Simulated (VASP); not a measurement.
Here is a VASP 6.6.1 calculation.

POSCAR

```
BAs
1.0
    0.0000000000      2.2625501845      2.2625501845
    2.2625501845      0.0000000000      2.2625501845
    2.2625501845      2.2625501845      0.0000000000
B As
1 1
Direct
    0.0000000000      0.0000000000      0.0000000000
    0.2500000000      0.2500000000      0.2500000000
```

Contents of INCAR.step1:

```
ALGO = Normal ; EDIFF = 1E-4
ENCUT = 520 ; GGA = PE
ISMEAR = -1 ; LASPH = True
LCHARG = False ; LREAL = False
LWAVE = True ; NELM = 60
PREC = Accurate ; SIGMA = 0.05
```

Contents of INCAR.step2:

```
ALGO = Normal ; EDIFF = 1E-7
EDIFFG = -0.01 ; ENCUT = 520
IBRION = 2 ; ISIF = 2
ISMEAR = -1 ; ISTART = 1
LASPH = True ; LCHARG = False
LMIXTAU = True ; LREAL = False
LWAVE = False ; METAGGA = R2SCAN
NELM = 60 ; NSW = 50
PREC = Accurate ; SIGMA = 0.05
```

File KPOINTS:

```
k-points
0
Gamma
  13 13 13
```

Potentials or basis: VASP PAW PBE potentials, release 64 (B, As).

Launch:

```sh
$ cat potpaw_PBE.64/B/POTCAR potpaw_PBE.64/As/POTCAR > POTCAR
$ cp INCAR.step1 INCAR
$ mpirun -np 1 vasp_std > vasp.out
$ cp INCAR.step2 INCAR
$ mpirun -np 1 vasp_std > vasp.out
```

Problem. Estimate the band gap on the k mesh.

Solution. 1.19 eV, indirect (least direct gap 3.66 eV).

Final structure:
```
CELL_PARAMETERS angstrom
0.00000 2.26255 2.26255
2.26255 0.00000 2.26255
2.26255 2.26255 0.00000
ATOMIC_POSITIONS crystal
B 0.00000 0.00000 0.00000
As 0.25000 0.25000 0.25000
```

Caveat: the relaxation stopped at its first step, so nothing moved; the PAW data sets were made with another functional, which shifts forces and pressure a little. r2SCAN opens gaps a little over a GGA but as a rule still falls short of measured ones.
